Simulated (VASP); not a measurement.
Crystal: MgO.

```
Mg O
1.0
     0.00000    2.12450    2.12450
     2.12450    0.00000    2.12450
     2.12450    2.12450    0.00000
Mg O
1 1
Direct
  0.00000 0.00000 0.00000
  0.50000 0.50000 0.50000
```

* Program: VASP 6.6.1
* Task: relaxation of cell and atoms
* Functional: LDA
* Potentials or basis: VASP PAW LDA potentials, release 64 (Mg_sv, O)
* Cutoff: 840 eV
* k mesh: 8 × 8 × 8
* Occupations: gaussian, width 0.1 eV
* Spin: no spin polarisation

At the start: pressure -9.2 GPa; volume 9.59 Å³/atom.

Problem. Where does the relaxation end?

Solution. Over 3 steps the energy falls by 16.7 meV/atom and the volume is 9.04 Å³/atom (-5.8 %); space group Fm-3m (No. 225, to 0.1 Å) before and after.

The path:
| step | energy change (eV) | largest force (eV/Å) | pressure (GPa) | volume (Å³) |
| --- | --- | --- | --- | --- |
| 1 | 0.0000 | 0.0000 | -9.21 | 19.18 |
| 2 | -0.0287 | 0.0000 | 3.85 | 17.69 |
| 3 | -0.0333 | 0.0000 | 0.04 | 18.07 |

Final structure:
```
CELL_PARAMETERS angstrom
0.00000 2.08283 2.08283
2.08283 0.00000 2.08283
2.08283 2.08283 0.00000
ATOMIC_POSITIONS crystal
Mg 0.00000 0.00000 0.00000
O 0.50000 0.50000 0.50000
```
